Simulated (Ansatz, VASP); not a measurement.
One calculation of CuO2, two programs

File INCAR:

```
SYSTEM = CuO2
PREC = Accurate
ENCUT = 520
EDIFF = 1E-7
ISMEAR = -1
SIGMA = 0.05
LREAL = .False.
LASPH = .True.
NELM = 80
ALGO = Normal
ISIF = 2
LWAVE = .False.
LCHARG = .True.
GGA = PS
LELF = .True.
LVHAR = .True.
NBANDS = 32
```

The input KPOINTS:

```
regular mesh
0
Gamma
  8 8 5
  0 0 0
```

File POSCAR:

```
CuO2
1.0
    1.3984888500     -5.1586395300      0.0000000000
    1.3984888500      5.1586395300      0.0000000000
    0.0000000000      0.0000000000      4.3434240000
Cu O
2 4
Direct
    0.1672530000      0.8327470000      0.7500000000
    0.8327470000      0.1672530000      0.2500000000
    0.7889700000      0.2110300000      0.7500000000
    0.2110300000      0.7889700000      0.2500000000
    0.5514860000      0.4485140000      0.7500000000
    0.4485140000      0.5514860000      0.2500000000
```

Contents of input.yaml:

```yaml
crystal:
  lattice:
    - [1.39848885, -5.15863953, 0.0]
    - [1.39848885, 5.15863953, 0.0]
    - [0.0, 0.0, 4.343424]
  atoms:
    - { symbol: Cu, position: [0.167253, 0.832747, 0.75] }
    - { symbol: Cu, position: [0.832747, 0.167253, 0.25] }
    - { symbol: O, position: [0.78897, 0.21103, 0.75] }
    - { symbol: O, position: [0.21103, 0.78897, 0.25] }
    - { symbol: O, position: [0.551486, 0.448514, 0.75] }
    - { symbol: O, position: [0.448514, 0.551486, 0.25] }
hamiltonian:
  xc: pbesol
  pseudopotentials: { kind: paw }
kpoints:
  mp_grid: { grid: [8, 8, 5] }
  band_path:
    path:
      - [[0.0, 0.0, 0.0], [0.2683733209, 0.2683733209, 0.0], [0.0, 0.5, 0.0], [0.0, 0.5, 0.5], [0.2683733209, 0.2683733209, 0.5], [0.0, 0.0, 0.5], [0.0, 0.0, 0.0], [-0.5, 0.5, 0.0], [-0.2683733209, 0.7316266791, 0.0], [-0.2683733209, 0.7316266791, 0.5], [-0.5, 0.5, 0.5], [-0.5, 0.5, 0.0]]
      - [[0.0, 0.0, 0.5], [-0.5, 0.5, 0.5]]
    npoints: 14
scf:
  occupations: { method: fermi_dirac, width: 0.05 }
  n_extra_bands: 15
output:
  forces: true
  stress: true
  eigenvalues: true
  fatbands: false
  write_density: true
  write_potential: true
  elf: true
  volumetric_format: npy
```

Alike in both runs: functional PBEsol; k mesh 8 × 8 × 5; occupations fermi-dirac, width 0.05 eV; no spin polarisation.

```csv
,VASP,Ansatz
version,VASP 6.6.1,Ansatz 0.2.0
potentials or method,"VASP PAW PBE potentials, release 64 (Cu, O)",Ansatz PAW
plane-wave cutoff (eV),520,420
valence electrons in the cell,46,62
task,single point,band structure
```

```csv
,VASP,Ansatz,Ansatz less VASP
gap on the k mesh at the Fermi level (eV),none,none,-
pressure (GPa),-4.3,-5.2,-0.95
"traceless stress, the component that is largest in VASP (GPa)",-0.67,0.74,+1.418
rms of the force components (eV/Å),0.084,0.117,+0.0334
```

VASP's potentials were made for PBE, not for PBEsol. Atom by atom the forces differ by 0.065 eV/Å (rms over components). A gap of «none» marks a metal or a gap that the smearing closes. VASP's potentials hold 46 valence electrons a cell and Ansatz's 62, so a difference there can come from the potentials and not from the codes.
